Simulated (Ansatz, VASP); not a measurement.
**Si3N4: VASP beside Ansatz**

```
Si N
1.0
     7.60200    0.00000    0.00000
    -3.80100    6.58353    0.00000
     0.00000    0.00000    2.90600
Si N
6 8
Direct
  0.76796 0.17408 0.25000
  0.59389 0.76796 0.75000
  0.82592 0.59389 0.25000
  0.23204 0.82592 0.75000
  0.40611 0.23204 0.25000
  0.17408 0.40611 0.75000
  0.02995 0.32988 0.25000
  0.70007 0.02995 0.75000
  0.67012 0.70007 0.25000
  0.97005 0.67012 0.75000
  0.29993 0.97005 0.25000
  0.32988 0.29993 0.75000
  0.66667 0.33333 0.25000
  0.33333 0.66667 0.75000
```

Alike in both runs: functional PBE; k mesh 4 × 4 × 10; occupations fermi-dirac, width 0.02 eV; no spin polarisation.

Ansatz relaxed the structure, and its values are those at the end. VASP's run is a single point on that final structure, the one shown.

|  | VASP | Ansatz |
| --- | --- | --- |
| version | VASP 6.6.1 | Ansatz 0.2.0 |
| potentials or method | VASP PAW PBE potentials, release 64 (Si, N) | plane-wave PAW, scalar-relativistic |
| plane-wave cutoff (eV) | 520 | 420 |
| valence electrons in the cell | 64 | 64 |

|  | VASP | Ansatz | Ansatz less VASP |
| --- | --- | --- | --- |
| gap on the k mesh at the Fermi level (eV) | 4.33 | 4.34 | +0.012 |
| pressure (GPa) | 5.4 | 5.7 | +0.29 |
| rms of the force components (eV/Å) | 0.007 | 0.007 | +0.0002 |

With one functional, cell and mesh, what is left measures potentials, basis and numerics. Ansatz's warnings: stress scf threshold loose.
